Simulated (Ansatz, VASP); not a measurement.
## One calculation of CsLiCr2Te2S3, two programs

```
CELL_PARAMETERS angstrom
3.25153 1.87727 6.73938
-3.25153 1.87727 6.73938
0.00000 -3.75455 6.73938
ATOMIC_POSITIONS crystal
Cs 0.00000 0.00000 0.00000
Li 0.50000 0.50000 0.50000
Cr 0.79848 0.79848 0.79848
Cr 0.20152 0.20152 0.20152
Te 0.67990 0.67990 0.67990
Te 0.32010 0.32010 0.32010
S 0.13626 0.86374 0.50000
S 0.50000 0.13626 0.86374
S 0.86374 0.50000 0.13626
```

Alike in both runs: task single point; functional PBE; k mesh 5 × 5 × 5; occupations fermi-dirac, width 0.05 eV; collinear spin.

|  | VASP | Ansatz |
| --- | --- | --- |
| version | VASP 6.6.1 | Ansatz 0.2.0 |
| potentials or method | VASP PAW PBE potentials, release 64 (Cs_sv, Li_sv, Cr_pv, Te, S) | Ansatz PAW |
| plane-wave cutoff (eV) | 520 | 420 |
| valence electrons in the cell | 66 | 90 |

|  | VASP | Ansatz | Ansatz less VASP |
| --- | --- | --- | --- |
| gap on the k mesh at the Fermi level (eV) | none | none | - |
| rms of the force components (eV/Å) | 0.165 | 0.169 | +0.0042 |
| net moment per atom (μB) | 0.44 | 0.44 | 0.000 |
| size of the moment on the site where the two differ most (μB) | 2.18 | 1.92 | -0.259 |

Site moments also hang on the region over which each program counts them. Atom by atom the forces differ by 0.006 eV/Å (rms over components). A gap of «none» marks a metal or a gap that the smearing closes. With one functional, cell and mesh, what is left measures potentials, basis and numerics. VASP's potentials hold 66 valence electrons a cell and Ansatz's 90, so a difference there can come from the potentials and not from the codes.

Neither program's run includes spin-orbit coupling. Noted on VASP's run: the cutoff is under 1.25 times that of the potentials, so the pressure is a little rough.
